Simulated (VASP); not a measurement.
**Mg: relaxation of the atoms with PBE**

Mg, a slab with vacuum:

```
Mg
1.0
     3.21007    0.00000    0.00000
    -1.60503    2.78000    0.00000
     0.00000    0.00000   21.70687
Mg
4
Direct
  0.66667 0.33333 0.32248
  0.33333 0.66667 0.44083
  0.66667 0.33333 0.55917
  0.33333 0.66667 0.67752
```

```json
{"Program": "VASP 6.6.1", "Task": "relaxation of the atoms", "Functional": "PBE", "Potentials or basis": "VASP PAW PBE potentials, release 64 (Mg)", "Cutoff": "520 eV", "k mesh": "9 × 9 × 1", "Occupations": "gaussian, width 0.1 eV", "Spin": "no spin polarisation", "Dipole correction": "yes", "Atoms held fixed (from 0)": "[0, 1]", "Further INCAR settings": "ALGO = Normal; EDIFF = 1e-06; IBRION = 2; EDIFFG = -0.03; NSW = 70"}
```

| Item | Value |
| --- | --- |
| Energy gained by relaxing | 0.8 meV/atom |
| Ionic steps | 5 |
| Band gap on the k mesh | zero (bands 4 and 5 overlap by 1.29 eV) |

Step by step:
```tsv
step	energy change (eV)	largest force on free atoms (eV/Å)	pressure (GPa)
1	0.0000	0.1311	-0.53
2	-0.0010	0.1092	-0.54
3	-0.0029	0.0435	-0.55
4	-0.0018	0.0864	-0.56
5	-0.0033	0.0009	-0.56
```

Final structure:
```
CELL_PARAMETERS angstrom
3.21007 0.00000 0.00000
-1.60503 2.78000 0.00000
0.00000 0.00000 21.70687
ATOMIC_POSITIONS crystal
Mg 0.66667 0.33333 0.32248
Mg 0.33333 0.66667 0.44083
Mg 0.66667 0.33333 0.55742
Mg 0.33333 0.66667 0.67851
```

Levels at points of the mesh, in eV from the Fermi level:
```
           k point  band 1  band 2  band 3  band 4  band 5  band 6  band 7  band 8
(0.00, 0.00, 0.00)   -6.59   -5.78   -4.49   -2.69   -0.94    1.30    2.81    3.92
```

Run time: 100 s on 1 thread of Intel(R) Xeon(R) Platinum 8259CL CPU @ 2.50GHz (Skylake/Cascade Lake), on a shared host, peak memory 0.28 GiB.
